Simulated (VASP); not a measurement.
Wanted: the native input for a VASP 6.6.1 run.

| Item | Value |
| --- | --- |
| Task | single point |
| Functional | LDA |
| Potentials or basis | VASP PAW LDA potentials, release 64 (Ta_pv) |
| Cutoff | 520 eV |
| k mesh | 11 × 11 × 6 |
| Occupations | methfessel-paxton, width 0.1 eV |
| Spin | no spin polarisation |
| Dipole correction | no |
| Further INCAR settings | ALGO = Normal; EDIFF = 1e-06; NBANDS = 18 |

The structure of Ta lies in POSCAR:

```
Ta
1.0
    2.8208693991      0.0000000000      0.0000000000
   -1.4104346995      2.4429447233      0.0000000000
    0.0000000000      0.0000000000      5.0246603656
Ta
2
Direct
    0.6666666667      0.3333333333      0.7500000000
    0.3333333333      0.6666666667      0.2500000000
```

One way to write it, as run:

INCAR

```
SYSTEM = Ta
PREC = Accurate
ENCUT = 520
EDIFF = 1E-6
ISMEAR = 1
SIGMA = 0.1
LREAL = .FALSE.
LASPH = .TRUE.
NELM = 60
ALGO = Normal
ISIF = 2
LWAVE = .FALSE.
LCHARG = .FALSE.
NBANDS = 18
```

KPOINTS

```
regular mesh
0
G
  11 11 6
  0 0 0
```

Potentials or basis: VASP PAW LDA potentials, release 64 (Ta_pv).

Command:

```sh
$ cat potpaw_LDA.64/Ta_pv/POTCAR > POTCAR
$ mpirun -np 1 vasp_std > vasp.out
```

Results of the run:

| Item | Value |
| --- | --- |
| Pressure | 5.6 GPa |
| Band gap on the k mesh | zero (band 11 reaches 7.97 eV, above the bottom of band 12 at 5.31 eV) |

Caveat: spin-orbit coupling is left out, which moves the levels of the heavy elements.

Wall time 27 s on 1 thread of AMD EPYC 7R13 Processor (Zen 3), on a shared host, peak memory 0.13 GiB.
